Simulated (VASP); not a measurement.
# H2Rh (P4_2/mnm) in VASP: further runs

Runs on H2Rh. Level: PBE. Tasks: single point, relaxation of cell and atoms.

All numbers are computed with VASP 6.6.1; they aren't measurements. Logs are shortened: lines on timing, memory, paths and dates and some standing lists are left out, and cuts for length are marked.

## Step 1: The cell of the first run

The structure is tetragonal, space group P4_2/mnm (No. 136). The conventional cell has a = 3.979 Å, b = 3.979 Å, c = 2.859 Å, α = 90.00°, β = 90.00°, γ = 90.00°. H (site symmetry m2m) has 3 Rh at 1.75 to 1.78 Å and 1 H at 2.13 Å within 2.3 Å. Within 2.3 Å of Rh (site symmetry mmm) lie 6 H at 1.75 to 1.78 Å.

## Step 2: Single point, PBE

Contents of INCAR:

```
SYSTEM = H2Rh
PREC = Accurate
ENCUT = 520
EDIFF = 1E-6
ISMEAR = 0
SIGMA = 0.1
LREAL = .FALSE.
LASPH = .TRUE.
NELM = 100
ALGO = Normal
ISIF = 2
LWAVE = .FALSE.
LCHARG = .TRUE.
GGA = PE
LELF = .TRUE.
LVHAR = .TRUE.
NBANDS = 26
```

Contents of KPOINTS:

```
Automatic mesh
0
G
  4 4 6
  0 0 0
```

Contents of POSCAR:

```
H2Rh
1.0
    3.9792452943      0.0000000000      0.0000000000
    0.0000000000      3.9792452943      0.0000000000
    0.0000000000      0.0000000000      2.8587916466
H Rh
4 2
Direct
    0.3108009645      0.3108009645      0.0000000000
    0.1891990355      0.8108009645      0.5000000000
    0.6891990355      0.6891990355      0.0000000000
    0.8108009645      0.1891990355      0.5000000000
    0.0000000000      0.0000000000      0.0000000000
    0.5000000000      0.5000000000      0.5000000000
```

Potentials or basis: VASP PAW PBE potentials, release 64 (H, Rh_pv).

Command:

```sh
$ cat potpaw_PBE.64/H/POTCAR potpaw_PBE.64/Rh_pv/POTCAR > POTCAR
$ mpirun -np 1 vasp_std > vasp.out
```

OUTCAR:

```text
SYSTEM = H2Rh
   PREC = Accurate
   ENCUT = 520
   EDIFF = 1E-6
   ISMEAR = 0
   LREAL = .FALSE.
   LASPH = .TRUE.
   NELM = 100
   ISIF = 2
   GGA = PE

 ion  position               nearest neighbor table
   1  0.311  0.311  0.000-   5 1.75   6 1.78   6 1.78
   2  0.189  0.811  0.500-   6 1.75   5 1.78   5 1.78
   3  0.689  0.689  0.000-   5 1.75   6 1.78   6 1.78
   4  0.811  0.189  0.500-   6 1.75   5 1.78   5 1.78
   5  0.000  0.000  0.000-   1 1.75   3 1.75   2 1.78   4 1.78   2 1.78   4 1.78   6 3.16   6 3.16
                             6 3.16   6 3.16   6 3.16   6 3.16   6 3.16   6 3.16
   6  0.500  0.500  0.500-   2 1.75   4 1.75   3 1.78   1 1.78   1 1.78   3 1.78   5 3.16   5 3.16
                             5 3.16   5 3.16   5 3.16   5 3.16   5 3.16   5 3.16

  LATTYP: Found a simple tetragonal cell.
 ALAT       =     3.9792452943
 C/A-ratio  =     0.7184255896

  Lattice vectors:

 A1 = (   3.9792452943,   0.0000000000,   0.0000000000)
 A2 = (   0.0000000000,   3.9792452943,   0.0000000000)
 A3 = (   0.0000000000,   0.0000000000,   2.8587916466)

Analysis of symmetry for initial positions (statically):
=====================================================================
 Subroutine PRICEL returns:
 Original cell was already a primitive cell.

 Routine SETGRP: Setting up the symmetry group for a
 simple tetragonal supercell.

 Subroutine GETGRP returns: Found 16 space group operations
 (whereof  8 operations were pure point group operations)
 out of a pool of 16 trial point group operations.

The static configuration has the point symmetry D_2h.
 The point group associated with its full space group is D_4h.

Analysis of symmetry for dynamics (positions and initial velocities):
=====================================================================
 Subroutine PRICEL returns:
 Original cell was already a primitive cell.

 Routine SETGRP: Setting up the symmetry group for a
 simple tetragonal supercell.

 Subroutine GETGRP returns: Found 16 space group operations
 (whereof  8 operations were pure point group operations)
 out of a pool of 16 trial point group operations.

The dynamic configuration has the point symmetry D_2h.
 The point group associated with its full space group is D_4h.

 Subroutine INISYM returns: Found 16 space group operations
 (whereof  8 operations are pure point group operations),
 and found     1 'primitive' translations

----------------------------------------------------------------------------------------

                                     Primitive cell

  volume of cell :      45.2672

  direct lattice vectors                    reciprocal lattice vectors
     3.979245294  0.000000000  0.000000000     0.251303935  0.000000000  0.000000000
     0.000000000  3.979245294  0.000000000     0.000000000  0.251303935  0.000000000
     0.000000000  0.000000000  2.858791647     0.000000000  0.000000000  0.349798140

  length of vectors
     3.979245294  3.979245294  2.858791647     0.251303935  0.251303935  0.349798140

  position of ions in fractional coordinates (direct lattice)
     0.310800964  0.310800964  0.000000000
     0.189199036  0.810800964  0.500000000
     0.689199036  0.689199036  0.000000000
     0.810800964  0.189199036  0.500000000
     0.000000000  0.000000000  0.000000000
     0.500000000  0.500000000  0.500000000

  ion indices of the primitive-cell ions
   primitive index   ion index
                 1           1
                 2           2
                 3           3
                 4           4
                 5           5
                 6           6

----------------------------------------------------------------------------------------

 KPOINTS: Automatic mesh

Automatic generation of k-mesh.
 Grid dimensions read from file:
 generate k-points for:    4    4    6

 Generating k-lattice:

  Cartesian coordinates                     Fractional coordinates (reciprocal lattice)
     0.062825984  0.000000000  0.000000000     0.250000000  0.000000000  0.000000000
     0.000000000  0.062825984  0.000000000     0.000000000  0.250000000  0.000000000
     0.000000000  0.000000000  0.058299690     0.000000000  0.000000000  0.166666667

  Length of vectors
     0.062825984  0.062825984  0.058299690

  Shift w.r.t. Gamma in fractional coordinates (k-lattice)
     0.000000000  0.000000000  0.000000000

 Subroutine IBZKPT returns following result:
 ===========================================

 Found     24 irreducible k-points:

 Following reciprocal coordinates:
            Coordinates               Weight
  0.000000  0.000000  0.000000      1.000000
  0.250000  0.000000  0.000000      4.000000
  0.500000  0.000000  0.000000      2.000000
  0.250000  0.250000  0.000000      4.000000
  0.500000  0.250000  0.000000      4.000000
  0.500000  0.500000  0.000000      1.000000
[... 16 lines left out ...]
  0.500000  0.250000  0.500000      4.000000
  0.500000  0.500000  0.500000      1.000000
[... 76 lines left out ...]
      1     -39.4284      2.00000
      2     -39.3879      2.00000
      3     -39.3597      2.00000
      4     -39.3597      2.00000
      5     -39.1860      2.00000
      6     -39.1860      2.00000
[... 18 lines left out ...]
     25      18.1832      0.00000
     26      22.4555      0.00000

 k-point     2 :       0.2500    0.0000    0.0000
  band No.  band energies     occupation
      1     -39.4224      2.00000
      2     -39.3937      2.00000
      3     -39.3509      2.00000
      4     -39.3498      2.00000
      5     -39.1979      2.00000
      6     -39.1968      2.00000
[... 18 lines left out ...]
     25      19.3205      0.00000
     26      20.3610      0.00000

 k-point     3 :       0.5000    0.0000    0.0000
  band No.  band energies     occupation
      1     -39.4080      2.00000
      2     -39.4080      2.00000
      3     -39.3394      2.00000
      4     -39.3394      2.00000
      5     -39.2103      2.00000
      6     -39.2103      2.00000
[... 18 lines left out ...]
     25      20.4675      0.00000
     26      20.4675      0.00000

 k-point     4 :       0.2500    0.2500    0.0000
  band No.  band energies     occupation
      1     -39.4181      2.00000
      2     -39.3979      2.00000
      3     -39.3657      2.00000
      4     -39.3397      2.00000
      5     -39.2100      2.00000
      6     -39.1834      2.00000
[... 18 lines left out ...]
     25      20.1842      0.00000
     26      21.6451      0.00000

 k-point     5 :       0.5000    0.2500    0.0000
  band No.  band energies     occupation
      1     -39.4079      2.00000
      2     -39.4079      2.00000
      3     -39.3571      2.00000
      4     -39.3571      2.00000
      5     -39.1940      2.00000
      6     -39.1940      2.00000
[... 18 lines left out ...]
     25      21.8733      0.00000
     26      21.8733      0.00000

 k-point     6 :       0.5000    0.5000    0.0000
  band No.  band energies     occupation
      1     -39.4078      2.00000
      2     -39.4078      2.00000
      3     -39.3718      2.00000
      4     -39.3718      2.00000
      5     -39.1806      2.00000
      6     -39.1806      2.00000
[... 427 lines left out ...]
 k-point    21 :       0.5000    0.0000    0.5000
  band No.  band energies     occupation
      1     -39.6519      2.00000
      2     -39.6519      2.00000
      3     -39.3133      2.00000
      4     -39.3133      2.00000
      5     -39.1779      2.00000
      6     -39.1779      2.00000
[... 18 lines left out ...]
     25      18.1916      0.00000
     26      18.1916      0.00000

 k-point    22 :       0.2500    0.2500    0.5000
  band No.  band energies     occupation
      1     -39.6499      2.00000
      2     -39.6466      2.00000
      3     -39.3188      2.00000
      4     -39.3132      2.00000
      5     -39.1800      2.00000
      6     -39.1779      2.00000
[... 18 lines left out ...]
     25      18.9849      0.00000
     26      19.2323      0.00000

 k-point    23 :       0.5000    0.2500    0.5000
  band No.  band energies     occupation
      1     -39.6481      2.00000
      2     -39.6481      2.00000
      3     -39.3168      2.00000
      4     -39.3168      2.00000
      5     -39.1797      2.00000
      6     -39.1797      2.00000
[... 18 lines left out ...]
     25      20.2530      0.00000
     26      20.2530      0.00000

 k-point    24 :       0.5000    0.5000    0.5000
  band No.  band energies     occupation
      1     -39.6443      2.00000
      2     -39.6443      2.00000
      3     -39.3205      2.00000
      4     -39.3205      2.00000
      5     -39.1816      2.00000
      6     -39.1816      2.00000
[... 18 lines left out ...]
     25      21.8828      0.00000
     26      21.8828      0.00000

------------------------ aborting loop because EDIFF is reached ----------------------------------------

  FORCE on cell =-STRESS in cart. coord.  units (eV):
  Direction    XX          YY          ZZ          XY          YZ          ZX
  --------------------------------------------------------------------------------------
  -------------------------------------------------------------------------------------
  Total       -0.0587596     -0.0587596      0.0002743     -0.0000000      0.0000000      0.0000000
  in kB       -2.0797240     -2.0797240      0.0097099     -0.0000000      0.0000000      0.0000000
  external PRESSURE =      -1.3832460 kB  Pullay stress =       0.0000000 kB

 VOLUME and BASIS-vectors are now :
 -----------------------------------------------------------------------------
  energy-cutoff  :      520.00
  volume of cell :       45.27
      direct lattice vectors                 reciprocal lattice vectors
     3.979245294  0.000000000  0.000000000     0.251303935  0.000000000  0.000000000
     0.000000000  3.979245294  0.000000000     0.000000000  0.251303935  0.000000000
     0.000000000  0.000000000  2.858791647     0.000000000  0.000000000  0.349798140

 POSITION                                       TOTAL-FORCE (eV/Angst)
 -----------------------------------------------------------------------------------
      1.23675      1.23675      0.00000        -0.003552     -0.003552      0.000000
      0.75287      3.22638      1.42940         0.003552     -0.003552      0.000000
      2.74249      2.74249      0.00000         0.003552      0.003552      0.000000
      3.22638      0.75287      1.42940        -0.003552      0.003552      0.000000
      0.00000      0.00000      0.00000         0.000000     -0.000000      0.000000
      1.98962      1.98962      1.42940         0.000000     -0.000000      0.000000
 -----------------------------------------------------------------------------------
    total drift:                                0.000000      0.000000      0.000000

  FREE ENERGIE OF THE ION-ELECTRON SYSTEM (eV)
  ---------------------------------------------------
  free  energy   TOTEN  =       -27.6616710998 eV

  energy  without entropy=      -27.6480534405  energy(sigma->0) =      -27.65486227
```

Wall time 13 s (1 thread of Intel Xeon 6975P-C (Granite Rapids), shared host); peak memory 0.17 GiB.

What came out:

- Free energy: -27.6617 eV
- Pressure: -0.1 GPa
- Largest force: 0.005 eV/Å
- Band gap on the k mesh: zero (band 17 reaches 8.22 eV, above the bottom of band 18 at 5.81 eV)

Forces on the atoms (eV/Å):
```
H   -0.004 -0.004  0.000
H    0.004 -0.004  0.000
H    0.004  0.004  0.000
H   -0.004  0.004  0.000
Rh   0.000  0.000  0.000
Rh   0.000  0.000  0.000
```

Levels at points of the mesh, in eV from the Fermi level:
```
           k point  band 13  band 14  band 15  band 16  band 17  band 18  band 19  band 20  band 21  band 22
(0.00, 0.00, 0.00)    -2.65    -1.58    -1.58    -0.39    -0.32    -0.32    -0.17     6.24     9.98     9.98
(0.50, 0.00, 0.00)    -1.41    -1.41    -1.25    -1.25    -0.83    -0.83     4.13     4.13     8.98     8.98
(0.50, 0.50, 0.00)    -1.84    -1.84    -1.19    -1.19    -0.20    -0.20     1.77     1.77     7.81     7.81
(0.00, 0.00, 0.50)    -1.77    -1.77    -1.68    -1.68     0.95     0.95     5.57     5.57     8.19     8.19
(0.50, 0.00, 0.50)    -1.10    -1.10    -0.68    -0.68     0.03     0.03     4.64     4.64     7.43     7.43
(0.50, 0.50, 0.50)    -0.91    -0.91    -0.71    -0.71     1.57     1.57     4.60     4.60     5.24     5.24
```

Caveat: the k points lie up to 0.39 Å⁻¹ apart.

## Step 3: Relaxation of cell and atoms, PBE

This run uses another cell than the first one, of 8.85 Å³/atom, 1.173 times its volume.

Contents of INCAR:

```
SYSTEM = H2Rh
PREC = Accurate
ENCUT = 600
EDIFF = 1E-7
ISMEAR = 0
SIGMA = 0.1
LREAL = .False.
LASPH = .True.
NELM = 100
ALGO = Normal
ISIF = 3
LWAVE = .False.
LCHARG = .False.
GGA = PE
IBRION = 2
NSW = 90
EDIFFG = -0.04
```

Contents of KPOINTS:

```
regular mesh
0
Gamma
  4 4 6
  0 0 0
```

Contents of POSCAR:

```
H2Rh
1.0
    4.3519960784      0.0000000000      0.0000000000
    0.0000000000      4.3519960784      0.0000000000
    0.0000000000      0.0000000000      2.8031250318
H Rh
4 2
Direct
    0.3060000000      0.3060000000      0.0000000000
    0.1940000000      0.8060000000      0.5000000000
    0.6940000000      0.6940000000      0.0000000000
    0.8060000000      0.1940000000      0.5000000000
    0.0000000000      0.0000000000      0.0000000000
    0.5000000000      0.5000000000      0.5000000000
```

Potentials or basis: VASP PAW PBE potentials, release 64 (H, Rh_pv).

Command:

```sh
$ cat potpaw_PBE.64/H/POTCAR potpaw_PBE.64/Rh_pv/POTCAR > POTCAR
$ mpirun -np 1 vasp_std > vasp.out
```

Run time: 82 s. Hardware: 1 thread of Intel Xeon 6975P-C (Granite Rapids), shared host; peak memory 0.2 GiB.

Results (log left out):

```
Free energy                            : -27.6674 eV
Relaxed volume                         : 7.56 Å³/atom
Relaxed cell                           : a = 3.991 Å, b = 3.991 Å, c = 2.849 Å, α = 90.00°, β = 90.00°, γ = 90.00°
Space group after relaxing (to 0.05 Å) : P4_2/mnm (No. 136)
Energy gained by relaxing              : 82.1 meV/atom
Ionic steps                            : 9
Pressure after relaxing                : -0.1 GPa
Largest force after relaxing           : 0.026 eV/Å
Band gap on the k mesh                 : zero (band 17 reaches 8.18 eV, above the bottom of band 18 at 5.80 eV)
```

Forces on the atoms (eV/Å):
```
H   -0.018 -0.018  0.000
H    0.018 -0.018  0.000
H    0.018  0.018  0.000
H   -0.018  0.018  0.000
Rh   0.000  0.000  0.000
Rh   0.000  0.000  0.000
```

Stress tensor (GPa, compression positive):
```
-0.51  0.00  0.00
 0.00 -0.51  0.00
 0.00  0.00  0.73
```

The path:
| step | energy change (eV) | largest force (eV/Å) | pressure (GPa) | volume (Å³) |
| --- | --- | --- | --- | --- |
| 1 | 0.0000 | 0.0334 | -14.23 | 53.09 |
| 2 | -0.3638 | 0.1284 | -1.99 | 47.27 |
| 3 | -0.3787 | 0.1411 | 1.60 | 46.11 |
| 4 | -0.4633 | 0.1442 | 1.10 | 45.47 |
| 5 | -0.4699 | 0.2683 | 1.22 | 45.21 |
| 6 | -0.4840 | 0.1619 | -0.42 | 45.58 |
| 7 | -0.4878 | 0.0731 | -1.81 | 45.90 |
| 8 | -0.4925 | 0.0315 | 0.00 | 45.35 |
| 9 | -0.4925 | 0.0260 | -0.10 | 45.37 |

Final structure:
```
H Rh
1.0
     3.99111    0.00000    0.00000
     0.00000    3.99111    0.00000
     0.00000    0.00000    2.84858
H Rh
4 2
Direct
  0.31055 0.31055 0.00000
  0.18945 0.81055 0.50000
  0.68946 0.68946 0.00000
  0.81055 0.18945 0.50000
  0.00000 0.00000 0.00000
  0.50000 0.50000 0.50000
```

Levels at points of the mesh, in eV from the Fermi level:
```tsv
k point	band 15	band 16	band 17	band 18	band 19	band 20
(0.00, 0.00, 0.00)	-1.55	-0.39	-0.31	-0.31	-0.17	6.18
(0.50, 0.00, 0.00)	-1.23	-1.23	-0.80	-0.80	4.08	4.08
(0.50, 0.50, 0.00)	-1.20	-1.20	-0.19	-0.19	1.74	1.74
(0.00, 0.00, 0.50)	-1.67	-1.67	0.98	0.98	5.58	5.58
(0.50, 0.00, 0.50)	-0.69	-0.69	0.04	0.04	4.67	4.67
(0.50, 0.50, 0.50)	-0.71	-0.71	1.57	1.57	4.61	4.61
```

Caveat: the k points lie up to 0.39 Å⁻¹ apart in the final cell.

## Step 4: Single point, PBE

Contents of INCAR:

```
SYSTEM = H2Rh
PREC = Accurate ; ENCUT = 520
EDIFF = 1E-6 ; ISMEAR = 0
SIGMA = 0.1 ; LREAL = .False.
LASPH = .True. ; NELM = 100
ALGO = Normal ; ISIF = 2
LWAVE = .False. ; LCHARG = .False.
GGA = PE ; NBANDS = 26
```

Contents of KPOINTS:

```
Automatic mesh
0
Gamma
  10 10 14
  0 0 0
```

Contents of POSCAR:

```
H2Rh
1.0
    3.9691285924      0.0000000000      0.0000000000
    0.0000000000      3.9691285924      0.0000000000
    0.0000000000      0.0000000000      2.8702291078
H Rh
4 2
Direct
    0.3119328843      0.3119328843      0.0000000000
    0.1880671157      0.8119328843      0.5000000000
    0.6880671157      0.6880671157      0.0000000000
    0.8119328843      0.1880671157      0.5000000000
    0.0000000000      0.0000000000      0.0000000000
    0.5000000000      0.5000000000      0.5000000000
```

Command:

```sh
$ cat potpaw_PBE.64/H/POTCAR potpaw_PBE.64/Rh_pv/POTCAR > POTCAR
$ mpirun -np 1 vasp_std > vasp.out
```

Wall time 70 s (1 thread of Intel Xeon 6975P-C (Granite Rapids), shared host); peak memory 0.27 GiB.

The run converged. Its results:

| Property | Result |
| --- | --- |
| Free energy | -27.6189 eV |
| Pressure | 0.0 GPa |
| Band gap on the k mesh | zero (band 17 reaches 8.21 eV, above the bottom of band 18 at 5.80 eV) |

Stress tensor (GPa, compression positive):
```
-0.02  0.00  0.00
 0.00 -0.02  0.00
 0.00  0.00  0.07
```

Levels at points of the mesh, in eV from the Fermi level:
| k point | band 13 | band 14 | band 15 | band 16 | band 17 | band 18 | band 19 | band 20 | band 21 | band 22 |
| --- | --- | --- | --- | --- | --- | --- | --- | --- | --- | --- |
| (0.00, 0.00, 0.00) | -2.54 | -1.55 | -1.55 | -0.32 | -0.26 | -0.26 | -0.10 | 6.34 | 10.05 | 10.05 |
| (0.50, 0.00, 0.00) | -1.33 | -1.33 | -1.21 | -1.21 | -0.79 | -0.79 | 4.23 | 4.23 | 9.09 | 9.09 |
| (0.50, 0.50, 0.00) | -1.81 | -1.81 | -1.11 | -1.11 | -0.14 | -0.14 | 1.86 | 1.86 | 7.85 | 7.85 |
| (0.00, 0.00, 0.50) | -1.72 | -1.72 | -1.62 | -1.62 | 0.96 | 0.96 | 5.65 | 5.65 | 8.20 | 8.20 |
| (0.50, 0.00, 0.50) | -1.03 | -1.03 | -0.60 | -0.60 | 0.08 | 0.08 | 4.67 | 4.67 | 7.52 | 7.52 |
| (0.50, 0.50, 0.50) | -0.84 | -0.84 | -0.66 | -0.66 | 1.62 | 1.62 | 4.67 | 4.67 | 5.27 | 5.27 |

## Step 5: The runs side by side

| task | cell | k mesh | cutoff (eV) | gap on the mesh (eV) | pressure (GPa) | largest force (eV/Å) |
| --- | --- | --- | --- | --- | --- | --- |
| single point | a = 3.979, b = 3.979, c = 2.859 Å, 6 atoms | 4 × 4 × 6 | 520 | none | -0.1 | 0.01 |
| relaxation of cell and atoms | relaxed from a = 4.352, b = 4.352, c = 2.803 Å, 6 atoms | 4 × 4 × 6 | 600 | none | -0.1 | 0.03 |
| single point | a = 3.969, b = 3.969, c = 2.870 Å, 6 atoms | 10 × 10 × 14 | 520 | none | 0.0 | - |

Alike in all rows: level PBE; potentials or basis VASP PAW PBE potentials, release 64 (H, Rh_pv); no spin polarisation; smearing gaussian 0.1 eV.

Caveats: some runs use coarse meshes.

Total energies depend on the potentials used, so only differences within one code and one set of settings carry meaning.
